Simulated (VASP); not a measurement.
Cu:

```xyz
4
Lattice="2.5308 0.0000 0.0000 -1.2654 2.1917 0.0000 0.0000 0.0000 8.2618" Properties=species:S:1:pos:R:3 pbc="T T T"
Cu    1.2654    0.7306    6.1964
Cu    0.0000    0.0000    4.1309
Cu    0.0000    1.4611    2.0655
Cu    0.0000    0.0000    0.0000
```

Base run:

```yaml
Program: VASP 6.6.1
Functional: PBEsol
Potentials_or_basis: VASP PAW PBE potentials, release 64 (Cu)
Cutoff: 520 eV
k_mesh: 12 × 12 × 4
Occupations: fermi-dirac, width 0.05 eV
Spin: no spin polarisation
```

Its results: band gap on the k mesh zero (band 22 reaches 11.17 eV, above the bottom of band 23 at 5.96 eV); pressure -0.7 GPa.

Task: After a change of settings the same cell gave: band gap on the k mesh zero (band 22 reaches 11.17 eV, above the bottom of band 23 at 5.96 eV); pressure -1.2 GPa. Which change was it?
A. further incar settings from ALGO = Normal; EDIFF = 1e-06; NBANDS = 30 to ALGO = Normal; EDIFF = 1e-07; NBANDS = 30
B. potentials or basis from VASP PAW PBE potentials, release 64 (Cu) to VASP PAW PBE potentials, release 64 (Cu_sv_GW); cutoff from 520 eV to 700 eV; further incar settings from ALGO = Normal; EDIFF = 1e-06; NBANDS = 30 to ALGO = Normal; EDIFF = 1e-06; NBANDS = 46; valence electrons from 44 to 76
C. functional from PBEsol to PBE; further incar settings from ALGO = Normal; EDIFF = 1e-06; NBANDS = 30 to ALGO = Fast; EDIFF = 1e-07; NBANDS = 30

Result: A.

Caveats: the PAW data sets were made with another functional, which shifts forces and pressure a little.
